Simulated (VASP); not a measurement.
A run of VASP 6.6.1 is set up as follows.

Contents of INCAR:

```
SYSTEM = Cu
PREC = Accurate
ENCUT = 520
EDIFF = 1E-7
ISMEAR = -1
SIGMA = 0.05
LREAL = .FALSE.
LASPH = .TRUE.
NELM = 60
ALGO = Fast
ISIF = 2
LWAVE = .FALSE.
LCHARG = .FALSE.
GGA = PE
NBANDS = 18
```

The input KPOINTS:

```
regular mesh
0
G
  12 12 7
  0 0 0
```

File POSCAR:

```
Cu
1.0
    2.5340966698      0.0000000000      0.0000000000
   -1.2670483349      2.1945920917      0.0000000000
    0.0000000000      0.0000000000      4.1125710000
Cu
2
Direct
    0.6666666667      0.3333333333      0.7500000000
    0.3333333333      0.6666666667      0.2500000000
```

Potentials or basis: VASP PAW PBE potentials, release 64 (Cu).

Run with:

```sh
$ cat potpaw_PBE.64/Cu/POTCAR > POTCAR
$ mpirun -np 1 vasp_std > vasp.out
```

Problem. What does it give for the pressure?

Solution. 7.9 GPa.

Problem. Estimate the band gap on the k mesh.

Solution. Zero (bands 11 and 12 overlap by 5.97 eV).

Stress tensor (GPa, compression positive):
```
7.80 0.00 0.00
0.00 7.80 0.00
0.00 0.00 8.14
```

Caveat: the cell stands under pressure.
